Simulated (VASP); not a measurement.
TbHgB4, 6 atoms in the cell. The structure is tetragonal, space group I4/mmm (No. 139). Conventional cell: a = 5.320 Å, b = 5.320 Å, c = 6.283 Å, α = 90.00°, β = 90.00°, γ = 90.00°. Within 3.8 Å of Tb (site symmetry 4/mmm) lie 16 B at 2.78 to 3.55 Å and 6 Hg at 3.14 to 3.76 Å. Within 2.1 Å of B (site symmetry 2mm) lie 2 B at 1.56 to 1.58 Å. Hg (site symmetry 4/mmm) has 16 B at 2.78 to 3.55 Å and 6 Tb at 3.14 to 3.76 Å within 3.8 Å. The cell was built from a structure type or drawn by symmetry, and may not be a known phase.

```yaml
Program: VASP 6.6.1
Task: single point
Functional: PBE
Potentials_or_basis: VASP PAW PBE potentials, release 64 (Tb_3, B, Hg), 4f in core
Cutoff: 500 eV
k_mesh: 4 × 4 × 4
Occupations: gaussian, width 0.2 eV
Spin: no spin polarisation
Dipole_correction: no
Mended: yes
Further_INCAR_settings: ALGO = Normal; EDIFF = 1e-06; NBANDS = 26
```

Potentials or basis: VASP PAW PBE potentials, release 64 (Tb_3, B, Hg), 4f in core.

Launch:

```sh
$ cat potpaw_PBE.64/Tb_3/POTCAR potpaw_PBE.64/B/POTCAR potpaw_PBE.64/Hg/POTCAR > POTCAR
$ mpirun -np 1 vasp_std > vasp.out
```

Hardware: 1 thread of AMD EPYC 9R45 96-Core Processor (Zen 5), on a shared host.

Question: Estimate the wall time of this run.

Answer: Wall time 18 s on 1 thread of AMD EPYC 9R45 96-Core Processor (Zen 5) (shared host), peak memory 0.18 GiB. Counts: scf iterations 13, k points 13.
